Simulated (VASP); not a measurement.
**ZrC: single point with PBE**

The system is ZrC.

```
CELL_PARAMETERS angstrom
2.92404 0.00000 0.00000
0.00000 2.92404 0.00000
0.00000 0.00000 2.92404
ATOMIC_POSITIONS crystal
Zr 0.00000 0.00000 0.00000
C 0.50000 0.50000 0.50000
```

| Quantity | Value |
| --- | --- |
| Program | VASP 6.6.1 |
| Task | single point |
| Functional | PBE |
| Potentials or basis | VASP PAW PBE potentials, release 64 (Zr_sv, C) |
| Cutoff | 600 eV |
| k mesh | 6 × 6 × 6 |
| Occupations | gaussian, width 0.2 eV |
| Spin | no spin polarisation |
| Dipole correction | no |
| Further INCAR settings | ALGO = Normal; EDIFF = 1e-06; NBANDS = 15 |

| Quantity | Value |
| --- | --- |
| Pressure | -0.3 GPa |
| Band gap on the k mesh | zero (band 8 reaches 11.56 eV, above the bottom of band 9 at 9.53 eV) |

Levels at points of the mesh, in eV from the Fermi level:
| k point | band 5 | band 6 | band 7 | band 8 | band 9 | band 10 | band 11 | band 12 |
| --- | --- | --- | --- | --- | --- | --- | --- | --- |
| (0.00, 0.00, 0.00) | -11.87 | -1.98 | -1.98 | 1.10 | 1.10 | 1.10 | 5.17 | 5.17 |
| (0.50, 0.00, 0.00) | -9.14 | -5.70 | -1.11 | -1.11 | -0.93 | 5.63 | 5.98 | 7.51 |
| (0.50, 0.50, 0.00) | -9.95 | -2.27 | -2.27 | -0.67 | 1.82 | 2.59 | 2.59 | 4.12 |
| (0.50, 0.50, 0.50) | -7.36 | -5.35 | -5.35 | -5.35 | 7.60 | 7.60 | 8.54 | 8.54 |

It took 14 s on 1 thread of Intel Xeon 8259CL, on a shared host, peak memory 0.14 GiB.
